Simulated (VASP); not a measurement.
Write the native input for VASP 6.6.1 that does the following.

```yaml
Task: single point
Functional: PBE
Potentials_or_basis: VASP PAW PBE potentials, release 64 (Si)
Cutoff: 520 eV
k_mesh: 12 × 12 × 12
Occupations: fermi-dirac, width 0.08 eV
Spin: no spin polarisation
Dipole_correction: no
Further_INCAR_settings: ALGO = Normal; EDIFF = 1e-06; NBANDS = 11
```

The structure of Si lies in POSCAR:

```
Si
1.0
    0.0000000000      2.7379129186      2.7379129186
    2.7379129186      0.0000000000      2.7379129186
    2.7379129186      2.7379129186      0.0000000000
Si
2
Direct
    0.5000000000      0.5000000000      0.5000000000
    0.7500000000      0.7500000000      0.7500000000
```

This cell differs from its parent crystal: volume scaled by 1.025.

These files were run (other wordings do the same):

INCAR

```
SYSTEM = Si
  ALGO = Normal
  EDIFF = 1E-6
  ENCUT = 520
  GGA = PE
  ISIF = 2
  ISMEAR = -1
  LASPH = .True.
  LCHARG = .True.
  LELF = .True.
  LREAL = .False.
  LVHAR = .True.
  LWAVE = .False.
  NBANDS = 11
  NELM = 60
  PREC = Accurate
  SIGMA = 0.08
```

KPOINTS

```
k-points
0
Gamma
  12 12 12
  0 0 0
```

Potentials or basis: VASP PAW PBE potentials, release 64 (Si).

Launch:

```sh
$ cat potpaw_PBE.64/Si/POTCAR > POTCAR
$ mpirun -np 1 vasp_std > vasp.out
```

Results of the run:

The pressure is -0.3 GPa and the band gap on the k mesh is 0.62 eV, indirect (least direct gap 2.56 eV).

Run time: 16 s on 1 thread of AMD EPYC 9R45 96-Core Processor (Zen 5) (shared host), peak memory 0.14 GiB.
